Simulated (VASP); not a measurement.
Here is a VASP 6.6.1 calculation.

The input INCAR:

```
SYSTEM = Si
ALGO = Normal ; EDIFF = 1E-6
ENCUT = 520 ; GGA = PE
ISIF = 2 ; ISMEAR = 0
LASPH = .TRUE. ; LCHARG = .TRUE.
LELF = .TRUE. ; LREAL = .FALSE.
LVHAR = .TRUE. ; LWAVE = .FALSE.
NBANDS = 16 ; NELM = 100
PREC = Accurate ; SIGMA = 0.1
```

The input KPOINTS:

```
k-points
0
G
  6 6 6
  0 0 0
```

The input POSCAR:

```
Si
1.0
    0.0000000000      3.5936304175      5.5927006344
    1.8447209133      0.0000000000      5.5927006344
    1.8447209133      3.5936304175      0.0000000000
Si
4
Direct
    0.8157954130      0.8157954130      0.1842045870
    0.0657954130      0.0657954130      0.4342045870
    0.1842045870      0.1842045870      0.8157954130
    0.4342045870      0.4342045870      0.0657954130
```

Potentials or basis: VASP PAW PBE potentials, release 64 (Si).

Command:

```sh
$ cat potpaw_PBE.64/Si/POTCAR > POTCAR
$ mpirun -np 1 vasp_std > vasp.out
```

(1) Estimate the largest force.

(2) Estimate the band gap on the k mesh.

## Answers

(1) 0.015 eV/Å.

(2) zero (bands 8 and 9 overlap by 0.50 eV).

Caveat: semilocal functionals underestimate gaps, so a narrow gap can read as zero.
